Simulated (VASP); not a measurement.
# SiC (P3m1) in VASP: a series of runs

SiC is run at these levels: r2SCAN; tasks: single point.

Everything below comes from runs of VASP 6.6.1. Logs are shortened: lines on timing, memory, paths and dates and some standing lists are left out, and cuts for length are marked.

**1. The cell of the first run**

It takes space group P3m1 (No. 156, trigonal). Conventional cell: a = 3.076 Å, b = 3.076 Å, c = 13.096 Å, α = 90.00°, β = 90.00°, γ = 120.00°. Within 2.5 Å of Si (site symmetry 3m) lie 4 C at 1.87 to 1.94 Å. Within 2.5 Å of Si (site symmetry 3m) lie 4 C at 1.87 to 1.94 Å. Within 2.5 Å of Si (site symmetry 3m) lie 3 C at 1.87 Å. Within 2.5 Å of Si (site symmetry 3m) lie 4 C at 1.87 to 1.94 Å. Within 2.5 Å of C (site symmetry 3m) lie 4 Si at 1.87 to 1.94 Å. C (site symmetry 3m) has 4 Si at 1.87 to 1.94 Å within 2.5 Å. Within 2.5 Å of C (site symmetry 3m) lie 3 Si at 1.87 Å. C (site symmetry 3m) has 4 Si at 1.87 to 1.94 Å within 2.5 Å.

**2. Single point, r2SCAN**

File POSCAR:

```
SiC
1.0
   -3.0759982064      0.0000000000      0.0000000000
   -1.5379991032     -2.6638925888      0.0000000000
    0.0000000000      0.0000000000     13.0960000000
Si C
4 4
Direct
    0.3333333333      0.3333333333      0.5039905315
    0.3333333333      0.3333333333      0.1185293219
    0.6666666667      0.6666666667      0.6967211362
    0.6666666667      0.6666666667      0.3112599267
    0.3333333333      0.3333333333      0.6523930971
    0.3333333333      0.3333333333      0.2669318876
    0.6666666667      0.6666666667      0.0742012828
    0.6666666667      0.6666666667      0.4596624924
```

File INCAR.step1:

```
SYSTEM = SiC
PREC = Accurate
ENCUT = 520
ISMEAR = 0
SIGMA = 0.05
LREAL = .False.
LASPH = .True.
NELM = 80
NBANDS = 26
GGA = PE
ALGO = Normal
EDIFF = 1E-4
LWAVE = .True.
LCHARG = .False.
```

File INCAR.step2:

```
SYSTEM = SiC
PREC = Accurate
ENCUT = 520
EDIFF = 1E-6
ISMEAR = 0
SIGMA = 0.05
LREAL = .False.
LASPH = .True.
NELM = 80
ALGO = Normal
ISIF = 2
LWAVE = .False.
LCHARG = .False.
METAGGA = R2SCAN
LMIXTAU = .True.
NBANDS = 26
ISTART = 1
```

File KPOINTS:

```
Automatic mesh
0
Gamma
  8 8 3
  0 0 0
```

Potentials or basis: VASP PAW PBE potentials, release 64 (Si, C).

On the command line:

```console
$ cat potpaw_PBE.64/Si/POTCAR potpaw_PBE.64/C/POTCAR > POTCAR
$ cp INCAR.step1 INCAR
$ mpirun -np 1 vasp_std > vasp.out
$ cp INCAR.step2 INCAR
$ mpirun -np 1 vasp_std > vasp.out
```

OUTCAR:

```text
SYSTEM = SiC
   PREC = Accurate
   ENCUT = 520
   EDIFF = 1E-6
   ISMEAR = 0
   LREAL = .False.
   LASPH = .True.
   NELM = 80
   ISIF = 2
   METAGGA = R2SCAN
   ISTART = 1

 ion  position               nearest neighbor table
   1  0.333  0.333  0.504-   8 1.87   8 1.87   8 1.87   5 1.94   3 3.09   3 3.09   3 3.09   4 3.09
                             4 3.09   4 3.09
   2  0.333  0.333  0.119-   7 1.87   7 1.87   7 1.87   6 1.94   4 3.09   4 3.09   4 3.09
   3  0.667  0.667  0.697-   5 1.87   5 1.87   5 1.87   1 3.09   1 3.09   1 3.09
   4  0.667  0.667  0.311-   6 1.87   6 1.87   6 1.87   8 1.94   1 3.09   2 3.09   1 3.09   2 3.09
                             1 3.09   2 3.09
   5  0.333  0.333  0.652-   3 1.87   3 1.87   3 1.87   1 1.94
   6  0.333  0.333  0.267-   4 1.87   4 1.87   4 1.87   2 1.94
   7  0.667  0.667  0.074-   2 1.87   2 1.87   2 1.87
   8  0.667  0.667  0.460-   1 1.87   1 1.87   1 1.87   4 1.94

  LATTYP: Found a hexagonal cell.
 ALAT       =     3.0759982065
 C/A-ratio  =     4.2574797256

  Lattice vectors:

 A1 = (   1.5379991032,   2.6638925888,   0.0000000000)
 A2 = (  -3.0759982064,   0.0000000000,   0.0000000000)
 A3 = (   0.0000000000,   0.0000000000,  13.0960000000)

Analysis of symmetry for initial positions (statically):
=====================================================================
 Subroutine PRICEL returns:
 Original cell was already a primitive cell.

 Routine SETGRP: Setting up the symmetry group for a
 hexagonal supercell.

 Subroutine GETGRP returns: Found  6 space group operations
 (whereof  6 operations were pure point group operations)
 out of a pool of 24 trial point group operations.

The static configuration has the point symmetry C_3v.

Analysis of symmetry for dynamics (positions and initial velocities):
=====================================================================
 Subroutine PRICEL returns:
 Original cell was already a primitive cell.

 Routine SETGRP: Setting up the symmetry group for a
 hexagonal supercell.

 Subroutine GETGRP returns: Found  6 space group operations
 (whereof  6 operations were pure point group operations)
 out of a pool of 24 trial point group operations.

The dynamic configuration has the point symmetry C_3v.

 Subroutine INISYM returns: Found  6 space group operations
 (whereof  6 operations are pure point group operations),
 and found     1 'primitive' translations

----------------------------------------------------------------------------------------

                                     Primitive cell
[... 104 lines left out ...]
   EDIFFG = 0.1E-04   stopping-criterion for IOM
   NSW    =      0    number of steps for IOM
   IBRION =     -1    ionic relax: 0-MD 1-quasi-New 2-CG
   NFREE  =      0    steps in history (QN), initial steepest desc. (CG)
   ISIF   =      2    stress and relaxation
   ISYM   =      2    0-nonsym 1-usesym 2-fastsym
   POTIM  = 0.5000    time-step for ionic-motion
   TEBEG  =    0.0;   TEEND  =   0.0 temperature during run
   PSTRESS=    0.0 pullay stress
   NELECT =      32.0000    total number of electrons
   NUPDOWN=      -1.0000    fix difference up-down
   EMIN   =  10.00;   EMAX   =-10.00  energy-range for DOS
   EFERMI =   0.00;   METHOD = LEGACY
   ISMEAR =     0;   SIGMA  =   0.05  broadening in eV -4-tet -1-fermi 0-gaus
   EFERMI_NEDOS =   21; number of points for ismear=-14 and -15
   IALGO  =     38    algorithm
   IMIX   =      4    mixing-type and parameters
     AMIX     =   0.40;   BMIX     =  1.00
     AMIX_MAG =   1.60;   BMIX_MAG =  1.00
  volume/ion in A,a.u.               =      13.41        90.52
  Fermi-wavevector in a.u.,A,eV,Ry     =   1.093732  2.066854 16.275972  1.196250
  Thomas-Fermi vector in A             =   2.230023
   LORBIT       =      0    0 simple, 1 ext, 2 COOP (PROOUT), +10 PAW based schemes
   METAGGA = R2SCAN    functional components
   LHFCALC =     F    Hartree Fock is set to
   AEXX    =    0.0000 exact exchange contribution
   IVDW    =     0    specifies the selected vdW correction
   LEPSILON=     F    determine dielectric tensor
   LRPA    =     F    only Hartree local field effects (RPA)
 non-spin polarized calculation
 Gauss-broadening in eV      SIGMA  =   0.05
  energy-cutoff  :      520.00
  volume of cell :      107.31
 maximum number of plane-waves:      2900
   NGX = 11   NGY = 11   NGZ = 49

 number of electron      32.0000000 magnetization

 Free energy of the ion-electron system (eV)
  ---------------------------------------------------
  ext. energy  EPLUGINS =         0.00000000
  ---------------------------------------------------
  free energy    TOTEN  =       -72.88067598 eV

  energy without entropy =      -72.87163898  energy(sigma->0) =      -72.87615748

 E-fermi :   5.7263     XC(G=0): -10.1841

 val. band max:        5.7080928522   @ k =   0.0000   0.0000   0.0000
 cond. band min:       5.7300182951   @ k =   0.3750   0.0000   0.3333
 fundamental gap:      0.0219254430
 Fermi energy:         5.7263104569

 k-point     1 :       0.0000    0.0000    0.0000
  band No.  band energies     occupation
      1     -11.6915      2.00000
      2     -10.6261      2.00000
      3      -9.4313      2.00000
      4      -7.6920      2.00000
      5      -3.4261      2.00000
      6      -0.9257      2.00000
[... 685 lines left out ...]
     25      13.4205      0.00000
     26      14.4742      0.00000

 [... further k-points ...]
[... 5 lines left out ...]
  --------------------------------------------------------------------------------------
  -------------------------------------------------------------------------------------
  Total        0.6154258      0.6154258     -1.8778336      0.0000000      0.0000000      0.0000000
  in kB        9.1885037      9.1885037    -28.0366581      0.0000000      0.0000000      0.0000000
  external PRESSURE =      -3.2198836 kB  Pullay stress =       0.0000000 kB

 VOLUME and BASIS-vectors are now :
 -----------------------------------------------------------------------------
  energy-cutoff  :      520.00
  volume of cell :      107.31
      direct lattice vectors                 reciprocal lattice vectors
    -3.075998206  0.000000000  0.000000000    -0.325097719  0.187695255  0.000000000
    -1.537999103 -2.663892589  0.000000000     0.000000000 -0.375390511  0.000000000
     0.000000000  0.000000000 13.096000000     0.000000000  0.000000000  0.076359194

 POSITION                                       TOTAL-FORCE (eV/Angst)
 -----------------------------------------------------------------------------------
     -1.53800     -0.88796      6.60026        -0.000000     -0.000000     -0.173190
     -1.53800     -0.88796      1.55226         0.000000      0.000000     -2.478719
     -3.07600     -1.77593      9.12426        -0.000000      0.000000     -0.182353
     -3.07600     -1.77593      4.07626        -0.000000     -0.000000     -0.200841
     -1.53800     -0.88796      8.54374        -0.000000      0.000000      0.572867
     -1.53800     -0.88796      3.49574         0.000000      0.000000      0.439684
     -3.07600     -1.77593      0.97174         0.000000      0.000000      2.080148
     -3.07600     -1.77593      6.01974         0.000000      0.000000     -0.057595
 -----------------------------------------------------------------------------------
    total drift:                                0.000000      0.000000     -0.005509

  FREE ENERGIE OF THE ION-ELECTRON SYSTEM (eV)
  ---------------------------------------------------
  free  energy   TOTEN  =       -72.8806759832 eV

  energy  without entropy=      -72.8716389786  energy(sigma->0) =      -72.87615748
```

OUTCAR.step1:

```text
SYSTEM = SiC
   PREC = Accurate
   ENCUT = 520
   ISMEAR = 0
   LREAL = .False.
   LASPH = .True.
   NELM = 80
[... 941 lines left out ...]
     -1.53800     -0.88796      3.49574         0.000000      0.000000      0.379864
     -3.07600     -1.77593      0.97174        -0.000000     -0.000000      1.671238
     -3.07600     -1.77593      6.01974         0.000000     -0.000000     -0.090153
 -----------------------------------------------------------------------------------
    total drift:                                0.000000      0.000000      0.020818

  FREE ENERGIE OF THE ION-ELECTRON SYSTEM (eV)
  ---------------------------------------------------
  free  energy   TOTEN  =       -56.2184248255 eV

  energy  without entropy=      -56.2088707209  energy(sigma->0) =      -56.21364777
```

OSZICAR.step1:

```text
N       E                     dE             d eps       ncg     rms          rms(c)
DAV:   1     0.947483612899E+02    0.94748E+02   -0.13872E+04  1300   0.107E+03
DAV:   2    -0.552256250390E+02   -0.14997E+03   -0.13966E+03  1684   0.199E+02
DAV:   3    -0.654555827532E+02   -0.10230E+02   -0.10109E+02  1766   0.495E+01
[... 10 lines left out ...]
DAV:  14    -0.562291285387E+02    0.86181E-02   -0.66442E-03  1860   0.100E+00    0.998E-01
DAV:  15    -0.562208902565E+02    0.82383E-02   -0.39824E-03  1688   0.424E-01    0.504E-01
DAV:  16    -0.562210298897E+02   -0.13963E-03   -0.48868E-04  1682   0.118E-01    0.512E-01
DAV:  17    -0.562204468698E+02    0.58302E-03   -0.17027E-05  1184   0.385E-02    0.453E-01
DAV:  18    -0.562183544774E+02    0.20924E-02   -0.10922E-04  1456   0.195E-01    0.148E-01
DAV:  19    -0.562184248255E+02   -0.70348E-04   -0.12373E-04  1512   0.676E-02
   1 F= -.56218425E+02 E0= -.56213648E+02  d E =-.955410E-02
```

Run time: 3.2 min. Hardware: 1 thread of Intel Xeon 6975P-C (Granite Rapids), shared host; peak memory 0.25 GiB.

What came out:

```yaml
Free_energy: -72.8807 eV
Pressure: -0.3 GPa
Largest_force: 2.479 eV/Å
Band_gap_on_the_k_mesh: zero (band 16 reaches 5.80 eV, above the bottom of band 17 at 5.58 eV)
```

Forces in eV/Å, atoms in the order of the input:
```
Si   0.000  0.000 -0.173
Si   0.000  0.000 -2.479
Si   0.000  0.000 -0.182
Si   0.000  0.000 -0.201
C    0.000  0.000  0.573
C    0.000  0.000  0.440
C    0.000  0.000  2.080
C    0.000  0.000 -0.058
```

Caveat: the PAW data sets were made with another functional, which shifts forces and pressure a little.

(Continued in part 2 of 2.)
